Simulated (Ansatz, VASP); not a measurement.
## ZnO: VASP beside Ansatz

INCAR

```
ALGO = Normal
EDIFF = 1E-6
ENCUT = 520
GGA = CA
ISIF = 2
ISMEAR = -1
LASPH = True
LCHARG = True
LELF = True
LREAL = False
LVHAR = True
LWAVE = False
NBANDS = 26
NELM = 60
PREC = Accurate
SIGMA = 0.05
```

File KPOINTS:

```
k-points
0
Gamma
  9 9 5
```

POSCAR

```
ZnO
1.0
    3.2708272232      0.0000000000      0.0000000000
   -1.6354136116      2.8326194666      0.0000000000
    0.0000000000      0.0000000000      5.2401848988
Zn O
2 2
Direct
    0.6666666667      0.3333333333      0.0000000000
    0.3333333333      0.6666666667      0.5000000000
    0.3333333333      0.6666666667      0.8790100000
    0.6666666667      0.3333333333      0.3790100000
```

input.yaml

```yaml
crystal:
  lattice:
    - [3.2708272232, 0.0, 0.0]
    - [-1.6354136116, 2.8326194666, 0.0]
    - [0.0, 0.0, 5.2401848988]
  atoms:
    - { symbol: Zn, position: [0.6666666667, 0.3333333333, 0.0] }
    - { symbol: Zn, position: [0.3333333333, 0.6666666667, 0.5] }
    - { symbol: O, position: [0.3333333333, 0.6666666667, 0.87901] }
    - { symbol: O, position: [0.6666666667, 0.3333333333, 0.37901] }
kpoints:
  mp_grid: { grid: [9, 9, 5] }
scf:
  occupations: { method: fermi_dirac, width: 0.05 }
hamiltonian:
  xc: lda
  pseudopotentials: { kind: all_electron, lapw: { basis_error: 0.002 } }
output:
  forces: true
  stress: true
  eigenvalues: true
```

Change from the starting cell: volume scaled by 1.02.

Alike in both runs: task single point; functional LDA; k mesh 9 × 9 × 5; occupations fermi-dirac, width 0.05 eV; no spin polarisation.

```csv
,VASP,Ansatz
version,VASP 6.6.1,Ansatz 0.2.0
potentials or method,"VASP PAW LDA potentials, release 64 (Zn, O), cutoff 520 eV","all-electron LAPW, scalar-relativistic"
```

```tsv
	VASP	Ansatz	Ansatz less VASP
gap on the k mesh at the Fermi level (eV)	0.71	0.71	+0.004
least direct gap on the mesh (eV)	0.71	0.71	+0.004
pressure (GPa)	-8.6	-9.5	-0.90
traceless stress, the component that is largest in VASP (GPa)	1.14	1.08	-0.052
rms of the force components (eV/Å)	0.028	0.026	-0.0022
```

LDA's correlation is that of Perdew and Zunger in VASP and of Perdew and Wang (1992) in Ansatz. Atom by atom the forces differ by 0.002 eV/Å (rms over components). Ansatz ran all-electron here, and VASP with PAW potentials.
